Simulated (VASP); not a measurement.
# Zr (Pm-3m) in VASP: further runs

Runs on Zr. Level: LDA. Tasks: single point.

Program: VASP 6.6.1. These are calculated values, not measurements. Logs are shortened: lines on timing, memory, paths and dates and some standing lists are left out, and cuts for length are marked.

## (1) The cell of the first run

It takes space group Pm-3m (No. 221, cubic). The conventional cell has a = 2.832 Å, b = 2.832 Å, c = 2.832 Å, α = 90.00°, β = 90.00°, γ = 90.00°. Zr (site symmetry m-3m) has 6 Zr at 2.83 Å within 3.7 Å.

## (2) Single point, LDA

INCAR

```
SYSTEM = Zr
  ALGO = Normal
  EDIFF = 1E-6
  ENCUT = 520
  GGA = CA
  ISIF = 2
  ISMEAR = -1
  LASPH = .TRUE.
  LCHARG = .TRUE.
  LELF = .TRUE.
  LREAL = .FALSE.
  LVHAR = .TRUE.
  LWAVE = .FALSE.
  NBANDS = 12
  NELM = 60
  PREC = Accurate
  SIGMA = 0.1
```

KPOINTS

```
k-points
0
G
  13 13 13
  0 0 0
```

POSCAR

```
Zr
1.0
    2.8316694853      0.0000000000      0.0000000000
    0.0000000000      2.8316694853      0.0000000000
    0.0000000000      0.0000000000      2.8316694853
Zr
1
Direct
    0.0000000000      0.0000000000      0.0000000000
```

Potentials or basis: VASP PAW LDA potentials, release 64 (Zr_sv).

Run with:

```sh
$ cat potpaw_LDA.64/Zr_sv/POTCAR > POTCAR
$ mpirun -np 1 vasp_std > vasp.out
```

OUTCAR:

```text
SYSTEM = Zr
   EDIFF = 1E-6
   ENCUT = 520
   GGA = CA
   ISIF = 2
   ISMEAR = -1
   LASPH = .TRUE.
   LREAL = .FALSE.
   NELM = 60
   PREC = Accurate

 ion  position               nearest neighbor table
   1  0.000  0.000  0.000-

  LATTYP: Found a simple cubic cell.
 ALAT       =     2.8316694853

  Lattice vectors:

 A1 = (   2.8316694853,   0.0000000000,   0.0000000000)
 A2 = (   0.0000000000,   2.8316694853,   0.0000000000)
 A3 = (   0.0000000000,   0.0000000000,   2.8316694853)

Analysis of symmetry for initial positions (statically):
=====================================================================
 Subroutine PRICEL returns:
 Original cell was already a primitive cell.

 Routine SETGRP: Setting up the symmetry group for a
 simple cubic supercell.

 Subroutine GETGRP returns: Found 48 space group operations
 (whereof 48 operations were pure point group operations)
 out of a pool of 48 trial point group operations.

The static configuration has the point symmetry O_h .

Analysis of symmetry for dynamics (positions and initial velocities):
=====================================================================
 Subroutine PRICEL returns:
 Original cell was already a primitive cell.

 Routine SETGRP: Setting up the symmetry group for a
 simple cubic supercell.

 Subroutine GETGRP returns: Found 48 space group operations
 (whereof 48 operations were pure point group operations)
 out of a pool of 48 trial point group operations.

The dynamic configuration has the point symmetry O_h .

 Subroutine INISYM returns: Found 48 space group operations
 (whereof 48 operations are pure point group operations),
 and found     1 'primitive' translations

----------------------------------------------------------------------------------------

                                     Primitive cell

  volume of cell :      22.7053

  direct lattice vectors                    reciprocal lattice vectors
     2.831669485  0.000000000  0.000000000     0.353148560  0.000000000  0.000000000
     0.000000000  2.831669485  0.000000000     0.000000000  0.353148560  0.000000000
     0.000000000  0.000000000  2.831669485     0.000000000  0.000000000  0.353148560

  length of vectors
     2.831669485  2.831669485  2.831669485     0.353148560  0.353148560  0.353148560

  position of ions in fractional coordinates (direct lattice)
     0.000000000  0.000000000  0.000000000

  ion indices of the primitive-cell ions
   primitive index   ion index
                 1           1
[... 73 lines left out ...]
   LREAL  =      F    real-space projection
   EDIFFG = 0.1E-04   stopping-criterion for IOM
   NSW    =      0    number of steps for IOM
   IBRION =     -1    ionic relax: 0-MD 1-quasi-New 2-CG
   NFREE  =      0    steps in history (QN), initial steepest desc. (CG)
   ISIF   =      2    stress and relaxation
   ISYM   =      2    0-nonsym 1-usesym 2-fastsym
   POTIM  = 0.5000    time-step for ionic-motion
   TEBEG  =    0.0;   TEEND  =   0.0 temperature during run
   PSTRESS=    0.0 pullay stress
   NELECT =      12.0000    total number of electrons
   NUPDOWN=      -1.0000    fix difference up-down
   EMIN   =  10.00;   EMAX   =-10.00  energy-range for DOS
   EFERMI =   0.00;   METHOD = LEGACY
   ISMEAR =    -1;   SIGMA  =   0.10  broadening in eV -4-tet -1-fermi 0-gaus
   EFERMI_NEDOS =   21; number of points for ismear=-14 and -15
   IALGO  =     38    algorithm
   IMIX   =      4    mixing-type and parameters
     AMIX     =   0.40;   BMIX     =  1.00
     AMIX_MAG =   1.60;   BMIX_MAG =  1.00
  volume/ion in A,a.u.               =      22.71       153.22
  Fermi-wavevector in a.u.,A,eV,Ry     =   1.323608  2.501256 23.836562  1.751938
  Thomas-Fermi vector in A             =   2.453203
   LORBIT       =      0    0 simple, 1 ext, 2 COOP (PROOUT), +10 PAW based schemes
   GGA     = CA    functional components
   LHFCALC =     F    Hartree Fock is set to
   AEXX    =    0.0000 exact exchange contribution
   IVDW    =     0    specifies the selected vdW correction
   LEPSILON=     F    determine dielectric tensor
   LRPA    =     F    only Hartree local field effects (RPA)
 non-spin polarized calculation
  energy-cutoff  :      520.00
  volume of cell :       22.71
 maximum number of plane-waves:       624
 NGX is ok and might be reduce to    24
   NGX = 11   NGY = 11   NGZ = 11

 number of electron      12.0000000 magnetization

 Free energy of the ion-electron system (eV)
  ---------------------------------------------------
  ext. energy  EPLUGINS =         0.00000000
  ---------------------------------------------------
  free energy    TOTEN  =        -8.47671238 eV

  energy without entropy =       -8.41442714  energy(sigma->0) =       -8.44556976

 E-fermi :   8.7343     XC(G=0): -11.3007

 val. band max:        8.7294025698   @ k =   0.3077   0.2308   0.1538
 cond. band min:       8.7426331261   @ k =   0.3846   0.3077   0.3077
 fundamental gap:      0.0132305563
 Fermi energy:         8.7342792555

 k-point     1 :       0.0000    0.0000    0.0000
  band No.  band energies     occupation
      1     -39.5500      2.00000
      2     -16.9437      2.00000
      3     -16.9437      2.00000
      4     -16.9437      2.00000
      5       3.5959      2.00000
      6       6.8323      2.00000
      7       6.8323      2.00000
      8      14.8188      0.00000
      9      14.8188      0.00000
     10      14.8188      0.00000
     11      22.2177      0.00000
     12      22.2177      0.00000
[... 331 lines left out ...]
 k-point    24 :       0.3846    0.3077    0.0000
  band No.  band energies     occupation
      1     -39.2485      2.00000
      2     -18.1546      2.00000
      3     -17.8342      2.00000
      4     -16.7232      2.00000
      5       6.3903      2.00000
      6       7.8647      1.99967
      7      11.2629      0.00000
      8      12.1506      0.00000
      9      12.5884      0.00000
     10      12.8439      0.00000
     11      18.4186      0.00000
     12      21.9447      0.00000

 [... further k-points ...]
[... 5 lines left out ...]
  --------------------------------------------------------------------------------------
  -------------------------------------------------------------------------------------
  Total        0.1116801      0.1116801      0.1116801     -0.0000000     -0.0000000     -0.0000000
  in kB        7.8805876      7.8805876      7.8805876     -0.0000000     -0.0000000     -0.0000000
  external PRESSURE =       7.8805876 kB  Pullay stress =       0.0000000 kB

 VOLUME and BASIS-vectors are now :
 -----------------------------------------------------------------------------
  energy-cutoff  :      520.00
  volume of cell :       22.71
      direct lattice vectors                 reciprocal lattice vectors
     2.831669485  0.000000000  0.000000000     0.353148560  0.000000000  0.000000000
     0.000000000  2.831669485  0.000000000     0.000000000  0.353148560  0.000000000
     0.000000000  0.000000000  2.831669485     0.000000000  0.000000000  0.353148560

 POSITION                                       TOTAL-FORCE (eV/Angst)
 -----------------------------------------------------------------------------------
      0.00000      0.00000      0.00000         0.000000      0.000000      0.000000
 -----------------------------------------------------------------------------------
    total drift:                                0.000000      0.000000     -0.000000

  FREE ENERGIE OF THE ION-ELECTRON SYSTEM (eV)
  ---------------------------------------------------
  free  energy   TOTEN  =        -8.4767123775 eV

  energy  without entropy=       -8.4144271404  energy(sigma->0) =       -8.44556976
```

stdout:

```text
POSCAR found type information on POSCAR Zr
 POSCAR found :  1 types and       1 ions
 scaLAPACK will be used
 LDA part: xc-table for (Slater(with rela. corr.)+CA(PZ))
 , standard interpolation
 POSCAR, INCAR and KPOINTS ok, starting setup
 FFT: planning ... GRIDC
 FFT: planning ... GRID_SOFT
 FFT: planning ... GRID
 WAVECAR not read
 entering main loop
```

It used 19 s of CPU time on 1 thread of AMD EPYC 7R13 Processor (Zen 3), on a shared host.

What came out:

* Free energy: -8.4767 eV
* Pressure: 0.8 GPa
* Band gap on the k mesh: zero (band 6 reaches 9.56 eV, above the bottom of band 7 at 6.83 eV)

[end of part 1 of 2]
